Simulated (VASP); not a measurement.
A run of VASP 6.6.1:

The input INCAR:

```
PREC     = Accurate       # precision mode
ENCUT    = 520            # plane-wave cutoff, eV
EDIFF    = 1E-8           # SCF threshold, eV
ISMEAR   = -1             # smearing method
SIGMA    = 0.03           # smearing width, eV
LREAL    = F              # projectors in reciprocal space
LASPH    = T              # aspherical terms in the spheres
NELM     = 60             # most SCF steps
ALGO     = Normal         # electronic algorithm
ISIF     = 2              # what is computed and relaxed
LWAVE    = F              # write WAVECAR
LCHARG   = F              # write CHGCAR
GGA      = CA             # functional
LEFG     = T            
NBANDS   = 16             # bands
```

File KPOINTS:

```
Automatic mesh
0
Gamma
  6 6 5
```

File POSCAR:

```
Se
1.0
    4.3515971644      0.0000000000      0.0000000000
   -2.1757985822      3.7685936915      0.0000000000
    0.0000000000      0.0000000000      4.9370326522
Se
3
Direct
    0.2254000000      0.0000000000      0.3333333333
    0.0000000000      0.2254000000      0.6666666667
    0.7746000000      0.7746000000      0.0000000000
```

Potentials or basis: VASP PAW LDA potentials, release 64 (Se).

The run is started by

```console
$ cat potpaw_LDA.64/Se/POTCAR > POTCAR
$ mpirun -np 1 vasp_std > vasp.out
```

Hardware: 1 thread of Intel Xeon 8259CL, on a shared host.

How long does it take, and how much memory?

It took 30 s on 1 thread of Intel Xeon 8259CL (shared host), peak memory 0.17 GiB. Counts: scf iterations 13, k points 27.
